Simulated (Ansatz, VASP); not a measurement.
## Ta: VASP beside Ansatz

```
CELL_PARAMETERS angstrom
-1.51774 1.51774 1.76240
1.51774 -1.51774 1.76240
1.51774 1.51774 -1.76240
ATOMIC_POSITIONS crystal
Ta 0.00000 0.00000 0.00000
```

Alike in both runs: task single point; functional PBEsol; k mesh 22 × 22 × 22; occupations gaussian, width 0.15 eV; no spin polarisation.

```csv
,VASP,Ansatz
version,VASP 6.6.1,Ansatz 0.2.0
potentials or method,"VASP PAW PBE potentials, release 64 (Ta_pv), cutoff 520 eV","scalar-relativistic, plane waves, PAW"
valence electrons in the cell,11,13
```

VASP gave:

```
gap on the k mesh at the Fermi level (eV)                     : none
pressure (GPa)                                                : 23.4
traceless stress, the component that is largest in VASP (GPa) : -13.23
```

Q: Which values does Ansatz return?

A: gap on the k mesh at the Fermi level (eV): none; pressure (GPa): 22.9; traceless stress, the component that is largest in VASP (GPa): -13.22.

VASP's potentials were made for PBE, not for PBEsol, and Ansatz warns of the same on its side. A gap of «none» marks a metal or a gap that the smearing closes. VASP's potentials hold 11 valence electrons a cell and Ansatz's 13, so a difference there can come from the potentials and not from the codes.

Spin-orbit coupling is off throughout.
